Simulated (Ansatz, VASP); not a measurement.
**Two plane-wave programs on Al2O3**

```
Al O
1.0
     2.40394    1.38792    4.37421
    -2.40394    1.38792    4.37421
     0.00000   -2.77583    4.37421
Al O
4 6
Direct
  0.64789 0.64789 0.64789
  0.85211 0.85211 0.85211
  0.14789 0.14789 0.14789
  0.35211 0.35211 0.35211
  0.44385 0.05615 0.75000
  0.94385 0.25000 0.55615
  0.05615 0.75000 0.44385
  0.75000 0.44385 0.05615
  0.25000 0.55615 0.94385
  0.55615 0.94385 0.25000
```

Alike in both runs: task relaxation of the atoms; functional PBE; k mesh 2 × 2 × 2; no spin polarisation.

```csv
,VASP,Ansatz
version,VASP 6.6.1,Ansatz 0.2.0
potentials or method,"VASP PAW PBE potentials, release 64 (Al, O), cutoff 520 eV",plane-wave PAW DFT
occupations,"gaussian, width 0.01 eV",fixed
valence electrons in the cell,48,48
```

Ansatz gave:

- gap on the k mesh at the Fermi level, each at its own relaxed structure (eV): 5.85

**Question.** What did VASP give for the same quantities?

**Answer.** gap on the k mesh at the Fermi level, each at its own relaxed structure (eV): 5.84.

The k mesh is coarse, so the values compare programs but aren't converged.
